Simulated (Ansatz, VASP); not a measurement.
PIr in VASP and in Ansatz

```
Ir P
1.0
     0.00000    2.34922    2.34922
     2.34922    0.00000    2.34922
     2.34922    2.34922    0.00000
Ir P
1 1
Direct
  0.00000 0.00000 0.00000
  0.25000 0.25000 0.25000
```

Change from the starting cell: volume scaled by 0.75, LAPW.

Alike in both runs: task single point; functional LDA; k mesh 12 × 12 × 12; occupations fermi-dirac, width 0.05 eV; no spin polarisation.

```csv
,VASP,Ansatz
version,VASP 6.6.1,Ansatz 0.2.0
potentials or method,"VASP PAW LDA potentials, release 64 (Ir, P), cutoff 520 eV","all-electron LAPW, scalar-relativistic"
```

Ansatz gave:

| Property | Result |
| --- | --- |
| pressure (GPa) | 107.3 |

Task: Which values does VASP return?

Result: Pressure (GPa): 111.1.

LDA's correlation is that of Perdew and Zunger in VASP and of Perdew and Wang (1992) in Ansatz. Both programs put the cell under a high pressure, so it lies far from rest at this level. Ansatz ran all-electron here, and VASP with PAW potentials.

Spin-orbit coupling is off throughout. Noted on VASP's run: the cell as given lies far from equilibrium.
